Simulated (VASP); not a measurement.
Here is a VASP 6.6.1 calculation.

Contents of INCAR:

```
ALGO = Normal
EDIFF = 1E-6
ENCUT = 520
GGA = PE
ISIF = 2
ISMEAR = 0
LASPH = T
LCHARG = T
LELF = T
LREAL = F
LVHAR = T
LWAVE = F
NBANDS = 11
NELM = 80
PREC = Accurate
SIGMA = 0.05
```

Contents of KPOINTS:

```
k-points
0
Gamma
  10 10 10
```

File POSCAR:

```
MgO
1.0
    0.0000000000      2.1272186771      2.1272186771
    2.1272186771      0.0000000000      2.1272186771
    2.1272186771      2.1272186771      0.0000000000
Mg O
1 1
Direct
    0.0000000000      0.0000000000      0.0665309210
    0.5000000000      0.5000000000      0.3989290559
```

Potentials or basis: VASP PAW PBE potentials, release 64 (Mg, O).

The run is started by

```bash
$ cat potpaw_PBE.64/Mg/POTCAR potpaw_PBE.64/O/POTCAR > POTCAR
$ mpirun -np 1 vasp_std > vasp.out
```

Q: Estimate the pressure.

A: 22.0 GPa.

Q: What does it give for the band gap on the k mesh?

A: 4.30 eV, indirect (least direct gap 4.34 eV).

Q: What does it give for the largest force?

A: 3.207 eV/Å.

Stress tensor (GPa, compression positive):
```
 35.31 -12.37   0.00
-12.37  35.31   0.00
  0.00   0.00  -4.60
```

Caveat: the cell differs from its parent crystal (mode 4 frozen in at -0.215 Å and mode 5 at -0.215 Å (largest displacements)); forces of over 1 eV/Å act on the atoms, so gaps and moduli don't describe the material at rest. A k mesh can miss the band edges.
